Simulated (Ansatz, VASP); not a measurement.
## Two plane-wave programs on GaSb

The input INCAR:

```
ALGO = Normal ; EDIFF = 1E-6
ENCUT = 520 ; GGA = PE
ISIF = 2 ; ISMEAR = 0
LASPH = True ; LCHARG = False
LREAL = False ; LWAVE = False
NBANDS = 16 ; NELM = 80
PREC = Accurate ; SIGMA = 0.15
```

KPOINTS

```
k-points
0
Gamma
  16 16 16
```

POSCAR

```
GaSb
1.0
    0.0000000000      2.9515746001      2.9515746001
    2.9515746001      0.0000000000      2.9515746001
    2.9515746001      2.9515746001      0.0000000000
Ga Sb
1 1
Direct
    0.0000000000      0.0000000000      0.0000000000
    0.7500000000      0.7500000000      0.7500000000
```

Input for Ansatz:

```yaml
crystal:
  lattice:
    - [0.0, 2.9515746001, 2.9515746001]
    - [2.9515746001, 0.0, 2.9515746001]
    - [2.9515746001, 2.9515746001, 0.0]
  atoms:
    - { symbol: Ga, position: [0.0, 0.0, 0.0] }
    - { symbol: Sb, position: [0.75, 0.75, 0.75] }
basis:
  ecutwfc: 420
kpoints:
  mp_grid: { grid: [16, 16, 16] }
hamiltonian:
  xc: pbe
scf:
  occupations: { method: gaussian, width: 0.15 }
output:
  forces: true
  stress: true
  eigenvalues: true
```

Change from the starting cell: strain -0.050 along x and y, -0.050 along z, atoms carried along.

Alike in both runs: task single point; functional PBE; k mesh 16 × 16 × 16; occupations gaussian, width 0.15 eV; no spin polarisation.

|  | VASP | Ansatz |
| --- | --- | --- |
| version | VASP 6.6.1 | Ansatz 0.2.0 |
| potentials or method | VASP PAW PBE potentials, release 64 (Ga_d, Sb), cutoff 520 eV | scalar-relativistic, plane waves, PAW |
| valence electrons in the cell | 18 | 28 |

|  | VASP | Ansatz | Ansatz less VASP |
| --- | --- | --- | --- |
| gap on the k mesh at the Fermi level (eV) | 0.64 | 0.64 | +0.005 |
| least direct gap on the mesh (eV) | 0.83 | 0.83 | -0.006 |
| pressure (GPa) | 10.1 | 9.9 | -0.11 |

VASP's potentials hold 18 valence electrons a cell and Ansatz's 28, so a difference there can come from the potentials and not from the codes.

Neither program's run includes spin-orbit coupling.
